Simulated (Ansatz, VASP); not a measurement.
# MgO: VASP beside Ansatz

The input INCAR:

```
SYSTEM = MgO
ALGO = Normal
EDIFF = 1E-6
ENCUT = 520
GGA = PS
ISIF = 2
ISMEAR = 0
LASPH = .TRUE.
LCHARG = .FALSE.
LREAL = .FALSE.
LWAVE = .FALSE.
NBANDS = 16
NELM = 100
PREC = Accurate
SIGMA = 0.05
```

Contents of KPOINTS:

```
k-points
0
G
  9 9 6
  0 0 0
```

The input POSCAR:

```
MgO
1.0
    3.3783000000      0.0000000000      0.0000000000
   -1.6891500000      2.9256936216      0.0000000000
    0.0000000000      0.0000000000      4.2646000000
Mg O
2 2
Direct
    0.6666666667      0.3333333333      0.7500000000
    0.3333333333      0.6666666667      0.2500000000
    0.6666666667      0.3333333333      0.2500000000
    0.3333333333      0.6666666667      0.7500000000
```

Input for Ansatz:

```yaml
crystal:
  lattice:
    - [3.3783, 0.0, 0.0]
    - [-1.68915, 2.9256936216, 0.0]
    - [0.0, 0.0, 4.2646]
  atoms:
    - { symbol: Mg, position: [0.6666666667, 0.3333333333, 0.75] }
    - { symbol: Mg, position: [0.3333333333, 0.6666666667, 0.25] }
    - { symbol: O, position: [0.6666666667, 0.3333333333, 0.25] }
    - { symbol: O, position: [0.3333333333, 0.6666666667, 0.75] }
basis:
  ecutwfc: 520.0
kpoints:
  mp_grid: { grid: [9, 9, 6] }
hamiltonian:
  xc: pbesol
  pseudopotentials: { kind: paw, azcp: { folder: soft_1 } }
scf:
  occupations: { method: gaussian, width: 0.05 }
output:
  forces: true
  stress: true
  eigenvalues: true
```

Alike in both runs: task single point; functional PBEsol; k mesh 9 × 9 × 6; occupations gaussian, width 0.05 eV; no spin polarisation.

|  | VASP | Ansatz |
| --- | --- | --- |
| version | VASP 6.6.1 | Ansatz 0.2.0 |
| potentials or method | VASP PAW PBE potentials, release 64 (Mg, O), cutoff 520 eV | scalar-relativistic, plane waves, PAW |
| valence electrons in the cell | 16 | 32 |

|  | VASP | Ansatz | Ansatz less VASP |
| --- | --- | --- | --- |
| gap on the k mesh at the Fermi level (eV) | 3.48 | 3.49 | +0.008 |
| least direct gap on the mesh (eV) | 3.48 | 3.49 | +0.008 |
| pressure (GPa) | 7.5 | 7.8 | +0.31 |
| traceless stress, the component that is largest in VASP (GPa) | -6.91 | -6.72 | +0.194 |

VASP's potentials were made for PBE, not for PBEsol, and Ansatz warns of the same on its side. VASP's potentials hold 16 valence electrons a cell and Ansatz's 32, so a difference there can come from the potentials and not from the codes.
